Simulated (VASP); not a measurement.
# Al (Fm-3m) in VASP: notebook

The runs below take Al through single point, relaxation of cell and atoms, with PBE.

Everything below comes from runs of VASP 6.6.1. Logs are shortened: lines on timing, memory, paths and dates and some standing lists are left out, and cuts for length are marked.

### 1 The cell of the first run

It takes space group Fm-3m (No. 225, cubic). Conventional cell: a = 4.048 Å, b = 4.048 Å, c = 4.048 Å, α = 90.00°, β = 90.00°, γ = 90.00°. Al (site symmetry m-3m) has 12 Al at 2.86 Å within 3.8 Å.

### 2 Single point, PBE

The input, INCAR:

```
  ALGO = Fast
  EDIFF = 1E-6
  ENCUT = 520
  GGA = PE
  ISIF = 2
  ISMEAR = 0
  LASPH = T
  LCHARG = T
  LELF = T
  LREAL = F
  LVHAR = T
  LWAVE = F
  NBANDS = 8
  NELM = 60
  PREC = Accurate
  SIGMA = 0.1
```

The input, KPOINTS:

```
k-points
0
Gamma
  8 8 8
```

The input, POSCAR:

```
Al
1.0
    0.0000000000      2.0239800000      2.0239800000
    2.0239800000      0.0000000000      2.0239800000
    2.0239800000      2.0239800000      0.0000000000
Al
1
Direct
    0.0000000000      0.0000000000      0.0000000000
```

Potentials or basis: VASP PAW PBE potentials, release 64 (Al).

Launch:

```bash
cat potpaw_PBE.64/Al/POTCAR > POTCAR
mpirun -np 1 vasp_std > vasp.out
```

OUTCAR:

```text
EDIFF = 1E-6
   ENCUT = 520
   GGA = PE
   ISIF = 2
   ISMEAR = 0
   LASPH = T
   LREAL = F
   NELM = 60
   PREC = Accurate

 ion  position               nearest neighbor table
   1  0.000  0.000  0.000-

  LATTYP: Found a face centered cubic cell.
 ALAT       =     4.0479600000

  Lattice vectors:

 A1 = (   0.0000000000,   2.0239800000,   2.0239800000)
 A2 = (   2.0239800000,   0.0000000000,   2.0239800000)
 A3 = (   2.0239800000,   2.0239800000,   0.0000000000)

Analysis of symmetry for initial positions (statically):
=====================================================================
 Subroutine PRICEL returns:
 Original cell was already a primitive cell.

 Routine SETGRP: Setting up the symmetry group for a
 face centered cubic supercell.

 Subroutine GETGRP returns: Found 48 space group operations
 (whereof 48 operations were pure point group operations)
 out of a pool of 48 trial point group operations.

The static configuration has the point symmetry O_h .

Analysis of symmetry for dynamics (positions and initial velocities):
=====================================================================
 Subroutine PRICEL returns:
 Original cell was already a primitive cell.

 Routine SETGRP: Setting up the symmetry group for a
 face centered cubic supercell.

 Subroutine GETGRP returns: Found 48 space group operations
 (whereof 48 operations were pure point group operations)
 out of a pool of 48 trial point group operations.

The dynamic configuration has the point symmetry O_h .

 Subroutine INISYM returns: Found 48 space group operations
 (whereof 48 operations are pure point group operations),
 and found     1 'primitive' translations

----------------------------------------------------------------------------------------

                                     Primitive cell

  volume of cell :      16.5824

  direct lattice vectors                    reciprocal lattice vectors
     0.000000000  2.023980000  2.023980000    -0.247038014  0.247038014  0.247038014
     2.023980000  0.000000000  2.023980000     0.247038014 -0.247038014  0.247038014
     2.023980000  2.023980000  0.000000000     0.247038014  0.247038014 -0.247038014

  length of vectors
     2.862339966  2.862339966  2.862339966     0.427882392  0.427882392  0.427882392

  position of ions in fractional coordinates (direct lattice)
     0.000000000  0.000000000  0.000000000

  ion indices of the primitive-cell ions
   primitive index   ion index
                 1           1

----------------------------------------------------------------------------------------

 KPOINTS: k-points

Automatic generation of k-mesh.
 Grid dimensions read from file:
 generate k-points for:    8    8    8

 Generating k-lattice:

  Cartesian coordinates                     Fractional coordinates (reciprocal lattice)
    -0.030879752  0.030879752  0.030879752     0.125000000  0.000000000  0.000000000
     0.030879752 -0.030879752  0.030879752     0.000000000  0.125000000  0.000000000
     0.030879752  0.030879752 -0.030879752     0.000000000  0.000000000  0.125000000

  Length of vectors
     0.053485299  0.053485299  0.053485299

  Shift w.r.t. Gamma in fractional coordinates (k-lattice)
     0.000000000  0.000000000  0.000000000

 Subroutine IBZKPT returns following result:
 ===========================================

 Found     29 irreducible k-points:

 Following reciprocal coordinates:
            Coordinates               Weight
  0.000000  0.000000  0.000000      1.000000
  0.125000  0.000000  0.000000      8.000000
  0.250000  0.000000  0.000000      8.000000
  0.375000  0.000000  0.000000      8.000000
  0.500000  0.000000  0.000000      4.000000
  0.125000  0.125000  0.000000      6.000000
[... 16 lines left out ...]
  0.500000  0.250000  0.125000     48.000000
 -0.375000  0.250000  0.125000     24.000000
 [... further k-points ...]
   k-points           NKPTS =     29   k-points in BZ     NKDIM =     29   number of bands    NBANDS=      8
   number of dos      NEDOS =    301   number of ions     NIONS =      1
   total plane-waves  NPLWV =  13824
   dimension x,y,z NGX =    24 NGY =   24 NGZ =   24
   dimension x,y,z NGXF=    48 NGYF=   48 NGZF=   48
   ions per type =               1
   NGX,Y,Z   is equivalent  to a cutoff of  13.94, 13.94, 13.94 a.u.
   NGXF,Y,Z  is equivalent  to a cutoff of  27.88, 27.88, 27.88 a.u.
 SYSTEM =  unknown system
   PREC   = accura    normal or accurate (medium, high low for compatibility)
   ISTART =      0    job   : 0-new  1-cont  2-samecut
   ICHARG =      2    charge: 1-file 2-atom 10-const
   ISPIN  =      1    spin polarized calculation?
   LNONCOLLINEAR =      F non collinear calculations
   LSORBIT =      F    spin-orbit coupling
   LASPH  =      T    aspherical Exc in radial PAW
   ENCUT  =  520.0 eV  38.22 Ry    6.18 a.u.   5.32  5.32  5.32*2*pi/ulx,y,z
   NELM   =     60;   NELMIN=  2; NELMDL= -5     # of ELM steps
   EDIFF  = 0.1E-05   stopping-criterion for ELM
   LREAL  =      F    real-space projection
   EDIFFG = 0.1E-04   stopping-criterion for IOM
   NSW    =      0    number of steps for IOM
   IBRION =     -1    ionic relax: 0-MD 1-quasi-New 2-CG
   NFREE  =      0    steps in history (QN), initial steepest desc. (CG)
   ISIF   =      2    stress and relaxation
   ISYM   =      2    0-nonsym 1-usesym 2-fastsym
   POTIM  = 0.5000    time-step for ionic-motion
   TEBEG  =    0.0;   TEEND  =   0.0 temperature during run
   PSTRESS=    0.0 pullay stress
   NELECT =       3.0000    total number of electrons
   NUPDOWN=      -1.0000    fix difference up-down
   EMIN   =  10.00;   EMAX   =-10.00  energy-range for DOS
   EFERMI =   0.00;   METHOD = LEGACY
   ISMEAR =     0;   SIGMA  =   0.10  broadening in eV -4-tet -1-fermi 0-gaus
   EFERMI_NEDOS =   21; number of points for ismear=-14 and -15
   IALGO  =     68    algorithm
   IMIX   =      4    mixing-type and parameters
     AMIX     =   0.40;   BMIX     =  1.00
     AMIX_MAG =   1.60;   BMIX_MAG =  1.00
  volume/ion in A,a.u.               =      16.58       111.90
  Fermi-wavevector in a.u.,A,eV,Ry     =   0.925903  1.749704 11.664236  0.857297
  Thomas-Fermi vector in A             =   2.051808
   LORBIT       =      0    0 simple, 1 ext, 2 COOP (PROOUT), +10 PAW based schemes
   GGA     = PE    functional components
   LHFCALC =     F    Hartree Fock is set to
   AEXX    =    0.0000 exact exchange contribution
   IVDW    =     0    specifies the selected vdW correction
   LEPSILON=     F    determine dielectric tensor
   LRPA    =     F    only Hartree local field effects (RPA)
 non-spin polarized calculation
 RMM-DIIS sequential band-by-band and
 Gauss-broadening in eV      SIGMA  =   0.10
  energy-cutoff  :      520.00
  volume of cell :       16.58
 maximum number of plane-waves:       459
 NGX is ok and might be reduce to    24
   NGX = 11   NGY = 11   NGZ = 11

 number of electron       3.0000000 magnetization

 Free energy of the ion-electron system (eV)
  ---------------------------------------------------
  ext. energy  EPLUGINS =         0.00000000
  ---------------------------------------------------
  free energy    TOTEN  =        -3.74149558 eV

  energy without entropy =       -3.73838169  energy(sigma->0) =       -3.73993863

 E-fermi :   8.0086     XC(G=0): -10.1774

 val. band max:        7.6294086509   @ k =  -0.2500   0.3750   0.1250
 cond. band min:       8.0849941049   @ k =   0.5000   0.2500   0.1250
 fundamental gap:      0.4555854540
 Fermi energy:         8.0085609168

 k-point     1 :       0.0000    0.0000    0.0000
  band No.  band energies     occupation
      1      -3.1505      2.00000
      2      20.5414      0.00000
      3      20.5414      0.00000
      4      20.5414      0.00000
      5      21.9962      0.00000
      6      21.9962      0.00000
      7      21.9962      0.00000
      8      24.3807      0.00000

 k-point     2 :       0.1250    0.0000    0.0000
  band No.  band energies     occupation
      1      -2.7276      2.00000
      2      16.2415      0.00000
      3      19.5889      0.00000
      4      19.5889      0.00000
      5      22.6160      0.00000
      6      23.5431      0.00000
      7      23.5431      0.00000
      8      25.5683      0.00000

 k-point     3 :       0.2500    0.0000    0.0000
  band No.  band energies     occupation
      1      -1.4664      2.00000
      2      11.3789      0.00000
      3      18.8216      0.00000
      4      18.8216      0.00000
      5      22.2584      0.00000
      6      22.6597      0.00000
      7      22.6597      0.00000
      8      26.6523      0.00000

 k-point     4 :       0.3750    0.0000    0.0000
  band No.  band energies     occupation
      1       0.6115      2.00000
      2       7.0852      2.00000
      3      18.7298      0.00000
      4      18.7298      0.00000
      5      20.6745      0.00000
      6      20.6745      0.00000
      7      22.3310      0.00000
      8      24.5934      0.00000

 k-point     5 :       0.5000    0.0000    0.0000
  band No.  band energies     occupation
      1       3.3760      2.00000
      2       3.5771      2.00000
      3      19.3076      0.00000
      4      19.3076      0.00000
      5      19.3868      0.00000
      6      19.3868      0.00000
      7      23.0428      0.00000
      8      23.1676      0.00000

 k-point     6 :       0.1250    0.1250    0.0000
  band No.  band energies     occupation
      1      -2.5869      2.00000
      2      17.8303      0.00000
      3      17.8303      0.00000
      4      18.0859      0.00000
      5      20.8448      0.00000
      6      22.5469      0.00000
      7      25.5088      0.00000
      8      25.5088      0.00000

 k-point     7 :       0.2500    0.1250    0.0000
  band No.  band energies     occupation
      1      -1.6060      2.00000
      2      13.2364      0.00000
      3      16.7663      0.00000
      4      18.2836      0.00000
      5      19.5178      0.00000
      6      22.0467      0.00000
      7      25.9457      0.00000
      8      26.1021      0.00000

 k-point     8 :       0.3750    0.1250    0.0000
  band No.  band energies     occupation
      1       0.1980      2.00000
      2       8.7809      0.00000
      3      16.4185      0.00000
      4      17.1432      0.00000
      5      18.1222      0.00000
      6      24.1438      0.00000
      7      24.9436      0.00000
      8      26.1874      0.00000

 k-point     9 :       0.5000    0.1250    0.0000
  band No.  band energies     occupation
      1       2.7922      2.00000
      2       4.9587      2.00000
      3      15.5191      0.00000
      4      16.7905      0.00000
      5      18.5594      0.00000
      6      22.6302      0.00000
      7      25.4009      0.00000
      8      26.5861      0.00000

 k-point    10 :      -0.3750    0.1250    0.0000
  band No.  band energies     occupation
      1       1.8434      2.00000
      2       6.1508      2.00000
      3      14.6391      0.00000
      4      17.8835      0.00000
      5      19.7416      0.00000
      6      21.7873      0.00000
      7      24.5928      0.00000
      8      27.5334      0.00000
[... 78 lines left out ...]
 k-point    18 :       0.3750    0.3750    0.0000
  band No.  band energies     occupation
      1       1.8366      2.00000
      2      10.5281      0.00000
      3      13.7633      0.00000
      4      14.0008      0.00000
      5      14.0008      0.00000
      6      17.4812      0.00000
      7      31.6485      0.00000
      8      33.1827      0.00000

 k-point    19 :       0.5000    0.3750    0.0000
  band No.  band energies     occupation
      1       3.8340      2.00000
      2       8.3205      0.00001
      3      10.1544      0.00000
      4      13.8828      0.00000
      5      15.2479      0.00000
      6      19.3887      0.00000
      7      30.9036      0.00000
      8      32.9728      0.00000

 k-point    20 :      -0.3750    0.3750    0.0000
  band No.  band energies     occupation
      1       6.0733      2.00000
      2       6.5975      2.00000
      3       7.5433      2.00000
      4      14.4886      0.00000
      5      16.1288      0.00000
      6      23.5817      0.00000
      7      29.6790      0.00000
      8      30.0652      0.00000

 k-point    21 :       0.5000    0.5000    0.0000
  band No.  band energies     occupation
      1       5.0383      2.00000
      2       6.3491      2.00000
      3      13.2070      0.00000
      4      13.5210      0.00000
      5      13.5210      0.00000
      6      16.9711      0.00000
      7      33.2807      0.00000
      8      34.7869      0.00000

 k-point    22 :       0.3750    0.2500    0.1250
  band No.  band energies     occupation
      1      -0.3547      2.00000
      2      11.7905      0.00000
      3      13.1870      0.00000
      4      16.7020      0.00000
      5      20.0587      0.00000
      6      21.8232      0.00000
      7      24.8472      0.00000
      8      28.1774      0.00000

 k-point    23 :       0.5000    0.2500    0.1250
  band No.  band energies     occupation
      1       1.7057      2.00000
      2       8.0850      0.27973
      3      12.5129      0.00000
      4      14.5688      0.00000
      5      20.6817      0.00000
      6      22.7672      0.00000
      7      24.8966      0.00000
      8      28.8560      0.00000

 k-point    24 :      -0.3750    0.2500    0.1250
  band No.  band energies     occupation
      1       4.4193      2.00000
      2       4.6670      2.00000
      3      12.9107      0.00000
      4      13.3745      0.00000
      5      21.2049      0.00000
      6      21.6386      0.00000
      7      28.1922      0.00000
      8      28.4985      0.00000

 [... further k-points ...]
[... 5 lines left out ...]
  --------------------------------------------------------------------------------------
  -------------------------------------------------------------------------------------
  Total       -0.0379425     -0.0379425     -0.0379425     -0.0000000     -0.0000000     -0.0000000
  in kB       -3.6659613     -3.6659613     -3.6659613     -0.0000000     -0.0000000     -0.0000000
  external PRESSURE =      -3.6659613 kB  Pullay stress =       0.0000000 kB

 VOLUME and BASIS-vectors are now :
 -----------------------------------------------------------------------------
  energy-cutoff  :      520.00
  volume of cell :       16.58
      direct lattice vectors                 reciprocal lattice vectors
     0.000000000  2.023980000  2.023980000    -0.247038014  0.247038014  0.247038014
     2.023980000  0.000000000  2.023980000     0.247038014 -0.247038014  0.247038014
     2.023980000  2.023980000  0.000000000     0.247038014  0.247038014 -0.247038014

 POSITION                                       TOTAL-FORCE (eV/Angst)
 -----------------------------------------------------------------------------------
      0.00000      0.00000      0.00000         0.000000      0.000000      0.000000
 -----------------------------------------------------------------------------------
    total drift:                                0.000000     -0.000000     -0.000000

  FREE ENERGIE OF THE ION-ELECTRON SYSTEM (eV)
  ---------------------------------------------------
  free  energy   TOTEN  =        -3.7414955777 eV

  energy  without entropy=       -3.7383816864  energy(sigma->0) =       -3.73993863
```

It took 1.8 s on 1 thread of Intel Xeon 6975P-C (Granite Rapids), shared host; peak memory 0.12 GiB.

Results:

```yaml
Free_energy: -3.7415 eV
Pressure: -0.4 GPa
```

### 3 Single point, PBE

This run uses another cell than the first one, of 16.49 Å³/atom, 0.995 times its volume.

The input, INCAR:

```
PREC     = Accurate       # precision mode
ENCUT    = 520            # plane-wave cutoff, eV
EDIFF    = 1E-6           # SCF threshold, eV
ISMEAR   = 0              # smearing method
SIGMA    = 0.1            # smearing width, eV
LREAL    = F              # projectors in reciprocal space
LASPH    = T              # aspherical terms in the spheres
NELM     = 60             # most SCF steps
ALGO     = Fast           # electronic algorithm
ISIF     = 2              # what is computed and relaxed
LWAVE    = F              # write WAVECAR
LCHARG   = T              # write CHGCAR
GGA      = PE             # functional
LELF     = T              # ELF
LVHAR    = T            
NBANDS   = 8              # bands
```

The input, KPOINTS:

```
regular mesh
0
Gamma
  18 18 18
```

The input, POSCAR:

```
Al
1.0
    0.0000000000      2.0203111185      2.0203111185
    2.0203111185      0.0000000000      2.0203111185
    2.0203111185      2.0203111185      0.0000000000
Al
1
Direct
    0.0000000000      0.0000000000      0.0000000000
```

Potentials or basis: VASP PAW PBE potentials, release 64 (Al).

Launch:

```bash
cat potpaw_PBE.64/Al/POTCAR > POTCAR
mpirun -np 1 vasp_std > vasp.out
```

Wall time 7 s (1 thread of Intel Xeon 6975P-C (Granite Rapids), shared host); peak memory 0.14 GiB.

The run converged. Its results:

* Free energy: -3.7445 eV
* Pressure: 0.0 GPa

Levels at points of the mesh, in eV from the Fermi level:
```tsv
k point	band 1	band 2	band 3	band 4	band 5	band 6
(0.00, 0.00, 0.00)	-11.13	12.63	12.63	12.63	14.13	14.13
(0.50, 0.00, 0.00)	-4.59	-4.37	11.42	11.42	11.47	11.47
(0.50, 0.50, 0.00)	-2.92	-1.59	5.27	5.61	5.61	9.08
```

(Part 1 of 2 ends here.)
